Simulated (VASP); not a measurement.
Runs of VASP 6.6.1 on TiAl. The structure is that of space group P4/mmm (No. 123), or close to it. The cells are those of the table. 

| cell | further INCAR settings | gap on the mesh (eV) | pressure (GPa) |
| --- | --- | --- | --- |
| a = 2.866, b = 2.952, c = 3.124 Å, 2 atoms | ALGO = Fast; EDIFF = 1e-06; NBANDS = 14 | none | (a) |
| a = 2.780, b = 3.210, c = 3.124 Å, 2 atoms | ALGO = Fast; EDIFF = 1e-06; NBANDS = 14 | none | 14.3 |
| a = 2.866, b = 3.038, c = 3.124 Å, 2 atoms | ALGO = Fast; EDIFF = 1e-07; NBANDS = 14 | none | 18.4 |
| a = 2.780, b = 3.038, c = 3.124 Å, 2 atoms | ALGO = Fast; EDIFF = 1e-06; NBANDS = 14 | none | 24.7 |

Alike in all rows: task single point; level LDA; potentials or basis VASP PAW LDA potentials, release 64 (Ti_sv, Al); no spin polarisation; k mesh 14 × 14 × 14; cutoff (eV) 520; smearing gaussian 0.15 eV.

Q: Estimate the missing entries.

A: (a) 24.1.

A gap of «none» marks levels without a gap at the run's occupations.
